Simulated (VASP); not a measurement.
## BaTe: single point with PBEsol

BaTe:

```
Ba Te
1.0
     0.00000    3.36391    3.36391
     3.36391    0.00000    3.36391
     3.36391    3.36391    0.00000
Ba Te
1 1
Direct
  0.00000 0.00000 0.00000
  0.50000 0.50000 0.50000
```

```json
{
 "Program": "VASP 6.6.1",
 "Task": "single point",
 "Functional": "PBEsol",
 "Potentials or basis": "VASP PAW PBE potentials, release 64 (Ba_sv, Te)",
 "Cutoff": "520 eV",
 "k mesh": "7 × 7 × 7",
 "Occupations": "fermi-dirac, width 0.05 eV",
 "Spin": "no spin polarisation",
 "Dipole correction": "no",
 "Further INCAR settings": "ALGO = Normal; EDIFF = 1e-06; NBANDS = 15"
}
```

```
Pressure               : 4.2 GPa
Band gap on the k mesh : 1.18 eV (least direct gap 1.56 eV)
```

Levels at points of the mesh, in eV from the valence-band top:
```csv
k point,band 6,band 7,band 8,band 9,band 10,band 11
"(0.00, 0.00, 0.00)",0.00,0.00,0.00,2.75,2.75,2.75
```

It took 24 s on 1 thread of AMD EPYC 7R43 64-Core Processor (Zen 3) (shared host), peak memory 0.18 GiB.

Caveat: the cell stands under pressure; the PAW data sets were made with another functional, which shifts forces and pressure a little; spin-orbit coupling is left out, which moves the levels of the heavy elements; an odd mesh through Γ misses points on the zone boundary, where band edges can lie.
